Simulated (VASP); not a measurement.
Write the native input for VASP 6.6.1 that does the following.

* Task: relaxation of cell and atoms
* Functional: PBE
* Potentials or basis: VASP PAW PBE potentials, release 64 (Zn, S)
* Cutoff: 600 eV
* k mesh: 10 × 10 × 12
* Occupations: gaussian, width 0.1 eV
* Spin: no spin polarisation
* Dipole correction: no
* Further INCAR settings: ALGO = Normal; EDIFF = 1e-07; IBRION = 2; EDIFFG = -0.01; NSW = 100; ISIF = 3

The structure of Zn2S lies in POSCAR:

```
Zn2S
1.0
    4.7940257100      0.0000000000      0.0000000000
    0.0000000000      4.7940257100      0.0000000000
    0.0000000000      0.0000000000      3.8449336350
Zn S
2 1
Direct
    0.0000000000      0.5000000000      0.0000000000
    0.5000000000      0.0000000000      0.0000000000
    0.5000000000      0.5000000000      0.0000000000
```

The cell was built from a structure type or drawn by symmetry, and may not be a known phase.

One way to write it, as run:

INCAR

```
SYSTEM = Zn2S
PREC     = Accurate       ! precision mode
ENCUT    = 600            ! plane-wave cutoff, eV
EDIFF    = 1E-7           ! SCF threshold, eV
ISMEAR   = 0              ! smearing method
SIGMA    = 0.1            ! smearing width, eV
LREAL    = .False.        ! projectors in reciprocal space
LASPH    = .True.         ! aspherical terms in the spheres
NELM     = 100            ! most SCF steps
ALGO     = Normal         ! electronic algorithm
ISIF     = 3              ! what is computed and relaxed
LWAVE    = .False.        ! write WAVECAR
LCHARG   = .False.        ! write CHGCAR
GGA      = PE             ! functional
IBRION   = 2              ! ionic algorithm
NSW      = 100            ! ionic steps
EDIFFG   = -0.01          ! ionic threshold
```

KPOINTS

```
regular mesh
0
Gamma
  10 10 12
  0 0 0
```

Potentials or basis: VASP PAW PBE potentials, release 64 (Zn, S).

Run with:

```console
$ cat potpaw_PBE.64/Zn/POTCAR potpaw_PBE.64/S/POTCAR > POTCAR
$ mpirun -np 1 vasp_std > vasp.out
```

It gave:

```yaml
Relaxed_volume: 30.90 Å³/atom
Relaxed_cell: a = 4.800 Å, b = 4.800 Å, c = 4.023 Å, α = 90.00°, β = 90.00°, γ = 90.00°
Space_group_after_relaxing_to_0.1_Å: P4/mmm (No. 123)
Energy_gained_by_relaxing: 0.6 meV/atom
Ionic_steps: 7
Pressure_after_relaxing: 0.0 GPa
Band_gap_on_the_k_mesh: zero (bands 15 and 16 overlap by 2.16 eV)
```

Run time: 24 min on 1 thread of Intel Xeon 8259CL, on a shared host, peak memory 0.43 GiB.
